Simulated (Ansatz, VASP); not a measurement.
AlN in VASP and in Ansatz

```xyz
2
Lattice="2.2951 1.3251 1.1851 -2.2951 1.3251 1.1851 0.0000 -2.6501 1.1851" Properties=species:S:1:pos:R:3 pbc="T T T"
Al    0.0000    0.0000    1.7777
N     0.0000    0.0000    0.0000
```

Alike in both runs: functional PBE; k mesh 5 × 5 × 5; occupations gaussian, width 0.15 eV; no spin polarisation.

Ansatz relaxed the structure, and its values are those at the end. VASP's run is a single point on that final structure, the one shown.

```csv
,VASP,Ansatz
version,VASP 6.6.1,Ansatz 0.2.0
potentials or method,"VASP PAW PBE potentials, release 64 (Al, N), cutoff 600 eV","scalar-relativistic, plane waves, PAW"
valence electrons in the cell,8,8
```

Ansatz gave:

```
gap on the k mesh at the Fermi level (eV) : none
pressure (GPa)                            : 0.1
```

Problem. What did VASP give for the same quantities?

Solution. gap on the k mesh at the Fermi level (eV): none; pressure (GPa): -0.1.

A gap of «none» marks a metal or a gap that the smearing closes.

The k mesh is coarse, so the values compare programs but aren't converged.
